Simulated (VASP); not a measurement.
# EuFe4As12 (Im-3) in VASP: single point with PBE+U

Aim: the single point of EuFe4As12 with PBE+U.

Program: VASP 6.6.1. These are calculated values, not measurements. Logs are shortened: lines on timing, memory, paths and dates and some standing lists are left out, and cuts for length are marked.

## 1. The cell of the first run

It takes space group Im-3 (No. 204, cubic). Conventional cell: a = 8.337 Å, b = 8.337 Å, c = 8.337 Å, α = 90.00°, β = 90.00°, γ = 90.00°. Within 4.1 Å of Eu (site symmetry m-3) lie 12 As at 3.14 Å and 8 Fe at 3.61 Å. Within 3.1 Å of Fe (site symmetry -3) lie 6 As at 2.36 Å. Within 3.2 Å of As (site symmetry m) lie 2 Fe at 2.36 Å and 6 As at 2.58 to 3.16 Å and 1 Eu at 3.14 Å.

## 2. Single point, PBE+U, collinear spin, ferromagnetic start

The input, INCAR:

```
SYSTEM = EuFe4As12
ALGO = Normal
EDIFF = 1E-7
ENCUT = 520
GGA = PE
ISIF = 2
ISMEAR = 0
ISPIN = 2
LASPH = .True.
LCHARG = .False.
LDAU = .True.
LDAUJ = 0 0 0
LDAUL = 3 -1 -1
LDAUPRINT = 1
LDAUTYPE = 2
LDAUU = 6 0 0
LMAXMIX = 6
LORBIT = 11
LREAL = Auto
LWAVE = .False.
MAGMOM = 7 2.5 2.5 2.5 2.5 0 0 0 0 0 0 0 0 0 0 0 0
NBANDS = 72
NELM = 150
PREC = Accurate
SIGMA = 0.05
```

The input, KPOINTS:

```
k-points
0
Gamma
  4 4 4
  0 0 0
```

The input, POSCAR:

```
EuFe4As12
1.0
   -4.1687000000      4.1687000000      4.1687000000
    4.1687000000     -4.1687000000      4.1687000000
    4.1687000000      4.1687000000     -4.1687000000
Eu Fe As
1 4 12
Direct
    0.0000000000      0.0000000000      0.0000000000
    0.5000000000      0.0000000000      0.0000000000
    0.0000000000      0.5000000000      0.0000000000
    0.0000000000      0.0000000000      0.5000000000
    0.5000000000      0.5000000000      0.5000000000
    0.5016558800      0.6566206000      0.8450352800
    0.4983441200      0.3433794000      0.1549647200
    0.8115853200      0.6566206000      0.1549647200
    0.1884146800      0.3433794000      0.8450352800
    0.8450352800      0.1884146800      0.3433794000
    0.1549647200      0.8115853200      0.6566206000
    0.1549647200      0.4983441200      0.3433794000
    0.8450352800      0.5016558800      0.6566206000
    0.6566206000      0.1549647200      0.8115853200
    0.3433794000      0.8450352800      0.1884146800
    0.3433794000      0.1549647200      0.4983441200
    0.6566206000      0.8450352800      0.5016558800
```

Potentials or basis: VASP PAW PBE potentials, release 64 (Eu, Fe, As).

The run is started by

```
> cat potpaw_PBE.64/Eu/POTCAR potpaw_PBE.64/Fe/POTCAR potpaw_PBE.64/As/POTCAR > POTCAR
> mpirun -np 1 vasp_std > vasp.out
```

OUTCAR:

```text
SYSTEM = EuFe4As12
   EDIFF = 1E-7
   ENCUT = 520
   GGA = PE
   ISIF = 2
   ISMEAR = 0
   ISPIN = 2
   LASPH = .True.
   LORBIT = 11
   LREAL = Auto
   NELM = 150
   PREC = Accurate

 ion  position               nearest neighbor table
   1  0.000  0.000  0.000-   6 3.14   7 3.14  12 3.14  13 3.14  16 3.14  17 3.14   8 3.14   9 3.14
                            14 3.14  15 3.14  10 3.14  11 3.14
   2  0.500  0.000  0.000-  10 2.36  11 2.36  14 2.36  15 2.36   6 2.36   7 2.36
   3  0.000  0.500  0.000-   8 2.36   9 2.36  14 2.36  15 2.36  12 2.36  13 2.36
   4  0.000  0.000  0.500-   8 2.36   9 2.36  10 2.36  11 2.36  16 2.36  17 2.36
   5  0.500  0.500  0.500-   6 2.36   7 2.36  12 2.36  13 2.36  16 2.36  17 2.36
   6  0.502  0.657  0.845-   5 2.36   2 2.36   8 2.58   9 2.61   1 3.14
   7  0.498  0.343  0.155-   5 2.36   2 2.36   9 2.58   8 2.61   1 3.14
   8  0.812  0.657  0.155-   3 2.36   4 2.36   6 2.58   7 2.61   1 3.14
   9  0.188  0.343  0.845-   3 2.36   4 2.36   7 2.58   6 2.61   1 3.14
  10  0.845  0.188  0.343-   2 2.36   4 2.36  12 2.58  13 2.61   1 3.14
  11  0.155  0.812  0.657-   2 2.36   4 2.36  13 2.58  12 2.61   1 3.14
  12  0.155  0.498  0.343-   5 2.36   3 2.36  10 2.58  11 2.61   1 3.14
  13  0.845  0.502  0.657-   5 2.36   3 2.36  11 2.58  10 2.61   1 3.14
  14  0.657  0.155  0.812-   2 2.36   3 2.36  17 2.58  16 2.61   1 3.14
  15  0.343  0.845  0.188-   2 2.36   3 2.36  16 2.58  17 2.61   1 3.14
  16  0.343  0.155  0.498-   5 2.36   4 2.36  15 2.58  14 2.61   1 3.14
  17  0.657  0.845  0.502-   5 2.36   4 2.36  14 2.58  15 2.61   1 3.14

  LATTYP: Found a body centered cubic cell.
 ALAT       =     8.3374000000

  Lattice vectors:

 A1 = (  -4.1687000000,   4.1687000000,   4.1687000000)
 A2 = (   4.1687000000,  -4.1687000000,   4.1687000000)
 A3 = (   4.1687000000,   4.1687000000,  -4.1687000000)

Analysis of symmetry for initial positions (statically):
=====================================================================
 Subroutine PRICEL returns:
 Original cell was already a primitive cell.

 Routine SETGRP: Setting up the symmetry group for a
 body centered cubic supercell.

 Subroutine GETGRP returns: Found 24 space group operations
 (whereof 24 operations were pure point group operations)
 out of a pool of 48 trial point group operations.

The static configuration has the point symmetry T_h .

Analysis of symmetry for dynamics (positions and initial velocities):
=====================================================================
 Subroutine PRICEL returns:
 Original cell was already a primitive cell.

 Routine SETGRP: Setting up the symmetry group for a
[... 227 lines left out ...]
  energy without entropy =     -105.37922420  energy(sigma->0) =     -105.39228721

 E-fermi :   5.8060     XC(G=0): -11.1570

 val. band max:        5.7968023773   @ k =   0.2500   0.2500   0.0000
 cond. band min:       5.8080132382   @ k =   0.5000   0.5000   0.2500
 fundamental gap:      0.0112108609
 Fermi energy:         5.8060341864

 spin component 1

 k-point     1 :       0.0000    0.0000    0.0000
  band No.  band energies     occupation
      1     -33.9738      1.00000
      2     -13.0447      1.00000
      3     -13.0447      1.00000
      4     -13.0447      1.00000
      5      -8.2176      1.00000
      6      -5.9697      1.00000
[... 541 lines left out ...]
     65       7.2974      0.00000
     66       8.5965      0.00000
 Fermi energy:         5.8060341864

 spin component 2

 k-point     1 :       0.0000    0.0000    0.0000
  band No.  band energies     occupation
      1     -30.8553      1.00000
      2     -10.8765      1.00000
      3     -10.8765      1.00000
      4     -10.8765      1.00000
      5      -8.2086      1.00000
      6      -5.9596      1.00000
[... 541 lines left out ...]
     65      10.6562      0.00000
     66      10.6562      0.00000
 [bands above 66 left out]

------------------------ aborting loop because EDIFF is reached ----------------------------------------

  FORCE on cell =-STRESS in cart. coord.  units (eV):
  Direction    XX          YY          ZZ          XY          YZ          ZX
  --------------------------------------------------------------------------------------
  -------------------------------------------------------------------------------------
  Total        2.9354132      2.9354132      2.9354132      0.0000000      0.0000000      0.0000000
  in kB       16.2299772     16.2299772     16.2299772      0.0000000      0.0000000      0.0000000
  external PRESSURE =      16.2299772 kB  Pullay stress =       0.0000000 kB

 VOLUME and BASIS-vectors are now :
 -----------------------------------------------------------------------------
  energy-cutoff  :      520.00
  volume of cell :      289.78
      direct lattice vectors                 reciprocal lattice vectors
    -4.168700000  4.168700000  4.168700000     0.000000000  0.119941469  0.119941469
     4.168700000 -4.168700000  4.168700000     0.119941469  0.000000000  0.119941469
     4.168700000  4.168700000 -4.168700000     0.119941469  0.119941469  0.000000000

 POSITION                                       TOTAL-FORCE (eV/Angst)
 -----------------------------------------------------------------------------------
      0.00000      0.00000      0.00000        -0.000000     -0.000000     -0.000000
     -2.08435      2.08435      2.08435        -0.000000     -0.000000     -0.000000
      2.08435     -2.08435      2.08435        -0.000000     -0.000000     -0.000000
      2.08435      2.08435     -2.08435        -0.000000     -0.000000     -0.000000
      2.08435      2.08435      2.08435        -0.000000     -0.000000     -0.000000
      4.16870      2.87670      1.30581         0.000000     -0.072348     -0.069450
[... 9 lines left out ...]
      1.29200      2.86289      0.00000         0.072348      0.069450     -0.000000
      2.87670      1.30581      4.16870        -0.072348     -0.069450      0.000000
 -----------------------------------------------------------------------------------
    total drift:                               -0.000000      0.000000     -0.000000

  FREE ENERGIE OF THE ION-ELECTRON SYSTEM (eV)
  ---------------------------------------------------
  free  energy   TOTEN  =      -105.4053502237 eV

  energy  without entropy=     -105.3792241954  energy(sigma->0) =     -105.39228721

 total charge

# of ion       s       p       d       f       tot
--------------------------------------------------
    1        2.028   5.767   0.354   6.801  14.949
    2        0.435   0.601   6.481   0.000   7.517
    3        0.435   0.601   6.481   0.000   7.517
    4        0.435   0.601   6.481   0.000   7.517
    5        0.435   0.601   6.481   0.000   7.517
    6        1.246   1.440   0.069   0.000   2.755
[... 9 lines left out ...]
   16        1.246   1.440   0.069   0.000   2.755
   17        1.246   1.440   0.069   0.000   2.755
--------------------------------------------------
tot         18.722  25.456  27.101   6.801  78.080

 magnetization (x)

# of ion       s       p       d       f       tot
--------------------------------------------------
    1       -0.016  -0.117   0.050   6.773   6.690
    2        0.002   0.010   0.454   0.000   0.466
    3        0.002   0.010   0.454   0.000   0.466
    4        0.002   0.010   0.454   0.000   0.466
    5        0.002   0.010   0.454   0.000   0.466
    6       -0.003  -0.004   0.001   0.000  -0.006
[... 9 lines left out ...]
   16       -0.003  -0.004   0.001   0.000  -0.006
   17       -0.003  -0.004   0.001   0.000  -0.006
--------------------------------------------------
tot         -0.040  -0.126   1.874   6.773   8.480
```

OSZICAR:

```text
N       E                     dE             d eps       ncg     rms          rms(c)
DAV:   1     0.899114999984E+03    0.89911E+03   -0.41985E+04  3344   0.371E+03
[... 30 lines left out ...]
DAV:  32    -0.105405351042E+03    0.32840E-06   -0.34632E-06  3872   0.238E-02    0.517E-02
DAV:  33    -0.105405350840E+03    0.20251E-06   -0.22819E-06  2184   0.118E-02    0.204E-02
DAV:  34    -0.105405351018E+03   -0.17809E-06   -0.13324E-06  2280   0.681E-03    0.175E-02
DAV:  35    -0.105405350780E+03    0.23781E-06   -0.37504E-08  1504   0.716E-03    0.115E-02
DAV:  36    -0.105405350406E+03    0.37377E-06   -0.62972E-08  1528   0.715E-03    0.940E-03
DAV:  37    -0.105405350250E+03    0.15600E-06   -0.11272E-07  1736   0.716E-03    0.414E-03
DAV:  38    -0.105405350224E+03    0.26469E-07   -0.17704E-07  1760   0.464E-03
   1 F= -.10540535E+03 E0= -.10539229E+03  d E =-.261260E-01  mag=     8.8012
```

Run time: 36 min. Hardware: 1 thread of Intel Xeon Platinum 8259CL at 2.50GHz (Skylake/Cascade Lake), shared host; peak memory 0.66 GiB.

What came out:

| Quantity | Value |
| --- | --- |
| Free energy | -105.4054 eV |
| Pressure | 1.6 GPa |
| Largest force | 0.100 eV/Å |
| Net moment | 8.80 μB per cell |
| Site moments | Eu +6.69; Fe +0.47; As -0.01 μB |
| Valence electrons inside the program's atomic spheres | Eu 14.95; Fe 7.52; As 2.75 |

Forces in eV/Å, atoms in the order of the input:
```
Eu   0.000  0.000  0.000
Fe   0.000  0.000  0.000
Fe   0.000  0.000  0.000
Fe   0.000  0.000  0.000
Fe   0.000  0.000  0.000
As   0.000 -0.072 -0.069
As   0.000  0.072  0.069
As   0.000  0.072 -0.069
As   0.000 -0.072  0.069
As   0.069  0.000 -0.072
As  -0.069  0.000  0.072
As   0.069  0.000  0.072
As  -0.069  0.000 -0.072
As   0.072 -0.069  0.000
As  -0.072  0.069  0.000
As   0.072  0.069  0.000
As  -0.072 -0.069  0.000
```

Eigenvalues of the final occupation matrices:
```csv
site,spin,trace,eigenvalues
site 1 f,1,6.79,0.96 0.96 0.96 0.97 0.98 0.98 0.98
site 1 f,2,0.01,0.00 0.00 0.00 0.00 0.00 0.00 0.00
```

Caveat: spin-orbit coupling is left out, which moves the levels of the heavy elements; the run started ferromagnetic, and an antiferromagnetic order may lie lower in energy. The state reached can hang on the start; a lower one may exist.
